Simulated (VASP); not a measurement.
Wanted: the native input for a VASP 6.6.1 run.

| Property | Result |
| --- | --- |
| Task | single point |
| Functional | LDA |
| Potentials or basis | VASP PAW LDA potentials, release 64 (Mg, Zn, O) |
| Cutoff | 520 eV |
| k mesh | 12 × 12 × 4 |
| Occupations | gaussian, width 0.05 eV |
| Spin | no spin polarisation |
| Dipole correction | no |
| Further INCAR settings | ALGO = Normal; EDIFF = 1e-06; NBANDS = 26 |

The structure of Mg2ZnO3 lies in POSCAR:

```
Mg2ZnO3
1.0
    2.9587961137      0.0000000000      0.0000000000
   -1.4793980569      2.5623925991      0.0000000000
    0.0000000000      0.0000000000      7.2124455117
Mg Zn O
2 1 3
Direct
    0.3316794146      0.6609044945      0.6653203457
    0.6650127479      0.3275711612      0.3327868937
    0.0082695938      0.0288108607      0.0047319013
    0.3316794146      0.6609044945      0.1702105603
    0.6650127479      0.3275711612      0.8278966791
   -0.0016539188     -0.0057621721      0.4990536197
```

This cell differs from its parent crystal: all Zn atoms moved 0.1 Å in one direction.

One way to write it, as run:

INCAR

```
  PREC = Accurate
  ENCUT = 520
  EDIFF = 1E-6
  ISMEAR = 0
  SIGMA = 0.05
  LREAL = F
  LASPH = T
  NELM = 80
  ALGO = Normal
  ISIF = 2
  LWAVE = F
  LCHARG = F
  GGA = CA
  NBANDS = 26
```

KPOINTS

```
Automatic mesh
0
Gamma
  12 12 4
```

Potentials or basis: VASP PAW LDA potentials, release 64 (Mg, Zn, O).

Run with:

```sh
$ cat potpaw_LDA.64/Mg/POTCAR potpaw_LDA.64/Zn/POTCAR potpaw_LDA.64/O/POTCAR > POTCAR
$ mpirun -np 1 vasp_std > vasp.out
```

It gave:

The pressure is -0.6 GPa, the largest force is 0.774 eV/Å and the band gap on the k mesh is 3.34 eV, indirect (least direct gap 3.42 eV).

Caveat: the cell differs from its parent crystal (all Zn atoms moved 0.1 Å in one direction).

Run time: 2.3 min on 1 thread of Intel(R) Xeon(R) 6975P-C (Granite Rapids) (shared host), peak memory 0.47 GiB.
